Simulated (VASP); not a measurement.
# W (Fm-3m) in VASP: notebook

W is run at these levels: PBE; tasks: single point.

All numbers are computed with VASP 6.6.1; they aren't measurements. Logs are shortened: lines on timing, memory, paths and dates and some standing lists are left out, and cuts for length are marked.

## Step 1: The cell of the first run

It takes space group Fm-3m (No. 225, cubic). The conventional cell has a = 3.977 Å, b = 3.977 Å, c = 3.977 Å, α = 90.00°, β = 90.00°, γ = 90.00°. Within 3.7 Å of W (site symmetry m-3m) lie 12 W at 2.81 Å.

This isn't the form of W at room conditions, which is bcc.

## Step 2: Single point, PBE

INCAR reads:

```
ALGO = Normal ; EDIFF = 1E-6
ENCUT = 500 ; GGA = PE
GGA_COMPAT = False ; ISIF = 2
ISMEAR = 0 ; LASPH = True
LCHARG = True ; LELF = True
LREAL = False ; LVHAR = True
LWAVE = False ; NBANDS = 13
NELM = 120 ; PREC = Accurate
SIGMA = 0.05
```

KPOINTS reads:

```
k-points
0
Gamma
  21 21 21
```

POSCAR reads:

```
W
1.0
    0.0000000000      1.9885598007      1.9885598007
    1.9885598007      0.0000000000      1.9885598007
    1.9885598007      1.9885598007      0.0000000000
W
1
Direct
    0.0000000000      0.0000000000      0.0000000000
```

Potentials or basis: VASP PAW PBE potentials, release 64 (W_sv).

Command:

```bash
$ cat potpaw_PBE.64/W_sv/POTCAR > POTCAR
$ mpirun -np 1 vasp_std > vasp.out
```

OUTCAR:

```text
EDIFF = 1E-6
   ENCUT = 500
   GGA = PE
   ISIF = 2
   ISMEAR = 0
   LASPH = True
   LREAL = False
   NELM = 120
   PREC = Accurate

 ion  position               nearest neighbor table
   1  0.000  0.000  0.000-

  LATTYP: Found a face centered cubic cell.
 ALAT       =     3.9771196014

  Lattice vectors:

 A1 = (   0.0000000000,   1.9885598007,   1.9885598007)
 A2 = (   1.9885598007,   0.0000000000,   1.9885598007)
 A3 = (   1.9885598007,   1.9885598007,   0.0000000000)

Analysis of symmetry for initial positions (statically):
=====================================================================
 Subroutine PRICEL returns:
 Original cell was already a primitive cell.

 Routine SETGRP: Setting up the symmetry group for a
 face centered cubic supercell.

 Subroutine GETGRP returns: Found 48 space group operations
 (whereof 48 operations were pure point group operations)
 out of a pool of 48 trial point group operations.

The static configuration has the point symmetry O_h .

Analysis of symmetry for dynamics (positions and initial velocities):
=====================================================================
 Subroutine PRICEL returns:
 Original cell was already a primitive cell.

 Routine SETGRP: Setting up the symmetry group for a
 face centered cubic supercell.

 Subroutine GETGRP returns: Found 48 space group operations
 (whereof 48 operations were pure point group operations)
 out of a pool of 48 trial point group operations.

The dynamic configuration has the point symmetry O_h .

 Subroutine INISYM returns: Found 48 space group operations
 (whereof 48 operations are pure point group operations),
 and found     1 'primitive' translations

----------------------------------------------------------------------------------------

                                     Primitive cell

  volume of cell :      15.7270

  direct lattice vectors                    reciprocal lattice vectors
     0.000000000  1.988559801  1.988559801    -0.251438252  0.251438252  0.251438252
     1.988559801  0.000000000  1.988559801     0.251438252 -0.251438252  0.251438252
     1.988559801  1.988559801  0.000000000     0.251438252  0.251438252 -0.251438252

  length of vectors
     2.812248240  2.812248240  2.812248240     0.435503827  0.435503827  0.435503827

  position of ions in fractional coordinates (direct lattice)
     0.000000000  0.000000000  0.000000000

  ion indices of the primitive-cell ions
   primitive index   ion index
                 1           1

[... 83 lines left out ...]
   NUPDOWN=      -1.0000    fix difference up-down
   EMIN   =  10.00;   EMAX   =-10.00  energy-range for DOS
   EFERMI =   0.00;   METHOD = LEGACY
   ISMEAR =     0;   SIGMA  =   0.05  broadening in eV -4-tet -1-fermi 0-gaus
   EFERMI_NEDOS =   21; number of points for ismear=-14 and -15
   IALGO  =     38    algorithm
   IMIX   =      4    mixing-type and parameters
     AMIX     =   0.40;   BMIX     =  1.00
     AMIX_MAG =   1.60;   BMIX_MAG =  1.00
  volume/ion in A,a.u.               =      15.73       106.13
  Fermi-wavevector in a.u.,A,eV,Ry     =   1.574837  2.976010 33.743953  2.480111
  Thomas-Fermi vector in A             =   2.675911
   LORBIT       =      0    0 simple, 1 ext, 2 COOP (PROOUT), +10 PAW based schemes
   GGA     = PE    functional components
   LHFCALC =     F    Hartree Fock is set to
   AEXX    =    0.0000 exact exchange contribution
   IVDW    =     0    specifies the selected vdW correction
   LEPSILON=     F    determine dielectric tensor
   LRPA    =     F    only Hartree local field effects (RPA)
 non-spin polarized calculation
 Gauss-broadening in eV      SIGMA  =   0.05
  energy-cutoff  :      500.00
  volume of cell :       15.73
 maximum number of plane-waves:       415
 NGX is ok and might be reduce to    24
   NGX = 11   NGY = 11   NGZ = 11

 number of electron      13.9999999 magnetization

 Free energy of the ion-electron system (eV)
  ---------------------------------------------------
  ext. energy  EPLUGINS =         0.00000000
  ---------------------------------------------------
  free energy    TOTEN  =       -12.43901990 eV

  energy without entropy =      -12.43759313  energy(sigma->0) =      -12.43830651

 E-fermi :  11.0523     XC(G=0): -13.6754

 val. band max:       11.0522499498   @ k =  -0.1905   0.0476   0.0000
 cond. band min:      11.0525703736   @ k =  -0.3333   0.1429   0.0000
 fundamental gap:      0.0003204238
 Fermi energy:        11.0522766414

 k-point     1 :       0.0000    0.0000    0.0000
  band No.  band energies     occupation
      1     -62.5124      2.00000
      2     -26.0839      2.00000
      3     -26.0839      2.00000
      4     -26.0839      2.00000
      5       1.8709      2.00000
      6      10.4708      2.00000
      7      10.4708      2.00000
      8      10.4708      2.00000
      9      13.7914      0.00000
     10      13.7914      0.00000
     11      23.9227      0.00000
     12      29.3532      0.00000
     13      29.3532      0.00000
[... 354 lines left out ...]
  band No.  band energies     occupation
      1     -62.3953      2.00000
      2     -27.2728      2.00000
      3     -26.2741      2.00000
      4     -26.2367      2.00000
      5       5.2911      2.00000
      6      10.2781      2.00000
      7      10.4512      2.00000
      8      10.7611      2.00000
      9      15.3888      0.00000
     10      16.1933      0.00000
     11      22.5486      0.00000
     12      25.3048      0.00000
     13      31.0511      0.00000

 [... further k-points ...]

------------------------ aborting loop because EDIFF is reached ----------------------------------------

  FORCE on cell =-STRESS in cart. coord.  units (eV):
  Direction    XX          YY          ZZ          XY          YZ          ZX
  --------------------------------------------------------------------------------------
  -------------------------------------------------------------------------------------
  Total        1.4525255      1.4525255      1.4525255      0.0000000      0.0000000      0.0000000
  in kB      147.9750107    147.9750107    147.9750107      0.0000000      0.0000000      0.0000000
  external PRESSURE =     147.9750107 kB  Pullay stress =       0.0000000 kB

 VOLUME and BASIS-vectors are now :
 -----------------------------------------------------------------------------
  energy-cutoff  :      500.00
  volume of cell :       15.73
      direct lattice vectors                 reciprocal lattice vectors
     0.000000000  1.988559801  1.988559801    -0.251438252  0.251438252  0.251438252
     1.988559801  0.000000000  1.988559801     0.251438252 -0.251438252  0.251438252
     1.988559801  1.988559801  0.000000000     0.251438252  0.251438252 -0.251438252

 POSITION                                       TOTAL-FORCE (eV/Angst)
 -----------------------------------------------------------------------------------
      0.00000      0.00000      0.00000         0.000000      0.000000      0.000000
 -----------------------------------------------------------------------------------
    total drift:                               -0.000000      0.000000      0.000000

  FREE ENERGIE OF THE ION-ELECTRON SYSTEM (eV)
  ---------------------------------------------------
  free  energy   TOTEN  =       -12.4390198981 eV

  energy  without entropy=      -12.4375931251  energy(sigma->0) =      -12.43830651
```

It took 29 s on 1 thread of Intel Xeon Platinum 8375C at 2.90GHz (Ice Lake), shared host; peak memory 0.18 GiB.

What came out:

- Free energy: -12.4390 eV
- Pressure: 14.8 GPa
- Band gap on the k mesh: zero (bands 7 and 8 overlap by 3.80 eV)

Caveat: the cell stands under pressure; spin-orbit coupling is left out, which moves the levels of the heavy elements.

## Step 3: Single point, PBE

This run uses another cell than the first one, of 16.23 Å³/atom.

INCAR reads:

```
SYSTEM = W
PREC     = Accurate       ! precision mode
ENCUT    = 500            ! plane-wave cutoff, eV
EDIFF    = 1E-6           ! SCF threshold, eV
ISMEAR   = 0              ! smearing method
SIGMA    = 0.05           ! smearing width, eV
LREAL    = .False.        ! projectors in reciprocal space
LASPH    = .True.         ! aspherical terms in the spheres
NELM     = 120            ! most SCF steps
ALGO     = Normal         ! electronic algorithm
ISIF     = 2              ! what is computed and relaxed
LWAVE    = .False.        ! write WAVECAR
LCHARG   = .False.        ! write CHGCAR
GGA      = PE             ! functional
NBANDS   = 13             ! bands
GGA_COMPAT= .False.
```

KPOINTS reads:

```
Automatic mesh
0
Gamma
  21 21 21
  0 0 0
```

POSCAR reads:

```
W
1.0
    0.0000000000      2.0094935475      2.0094935475
    2.0094935475      0.0000000000      2.0094935475
    2.0094935475      2.0094935475      0.0000000000
W
1
Direct
    0.0000000000      0.0000000000      0.0000000000
```

Potentials or basis: VASP PAW PBE potentials, release 64 (W_sv).

Command:

```bash
$ cat potpaw_PBE.64/W_sv/POTCAR > POTCAR
$ mpirun -np 1 vasp_std > vasp.out
```

It took 27 s on 1 thread of Intel Xeon Platinum 8375C at 2.90GHz (Ice Lake), shared host; peak memory 0.18 GiB.

It converged, with:

- Free energy: -12.4693 eV
- Pressure: 4.6 GPa
- Band gap on the k mesh: zero (bands 7 and 8 overlap by 3.57 eV)

Levels at points of the mesh, in eV from the Fermi level:
| k point | band 3 | band 4 | band 5 | band 6 | band 7 | band 8 | band 9 | band 10 | band 11 | band 12 |
| --- | --- | --- | --- | --- | --- | --- | --- | --- | --- | --- |
| (0.00, 0.00, 0.00) | -37.24 | -37.24 | -9.02 | -0.54 | -0.54 | -0.54 | 2.63 | 2.63 | 12.83 | 18.10 |

Caveat: the cell stands under pressure; spin-orbit coupling is left out, which moves the levels of the heavy elements.
